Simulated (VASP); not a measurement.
A run of VASP 6.6.1 is set up as follows.

The input INCAR:

```
ALGO = Normal
EDIFF = 1E-6
ENCUT = 520
GGA = PE
ISIF = 2
ISMEAR = -1
ISPIN = 2
LASPH = T
LCHARG = F
LMAXMIX = 6
LORBIT = 11
LREAL = F
LWAVE = F
MAGMOM = 7 0
NBANDS = 23
NELM = 150
PREC = Accurate
SIGMA = 0.05
```

The input KPOINTS:

```
k-points
0
Gamma
  6 6 5
```

Contents of POSCAR:

```
GdO
1.0
    3.1132995800      0.0000000000      0.0000000000
   -1.5566497900      2.6961965200      0.0000000000
    0.0000000000      0.0000000000      3.0384261400
Gd O
1 1
Direct
    0.0000000000      0.0000000000      0.0000000000
    0.6666666667      0.3333333333      0.5000000000
```

Potentials or basis: VASP PAW PBE potentials, release 64 (Gd, O).

Command:

```bash
$ cat potpaw_PBE.64/Gd/POTCAR potpaw_PBE.64/O/POTCAR > POTCAR
$ mpirun -np 1 vasp_std > vasp.out
```

(1) Predict the net moment.

(2) Estimate the pressure.

(3) Estimate the site moments.

Results:

(1) 7.47 μB per cell.

(2) 33.1 GPa.

(3) Gd +6.98; O -0.01 μB.

Caveat: the k points lie up to 0.41 Å⁻¹ apart; a cell with one magnetic atom can't hold antiferromagnetic order, which such compounds often take.
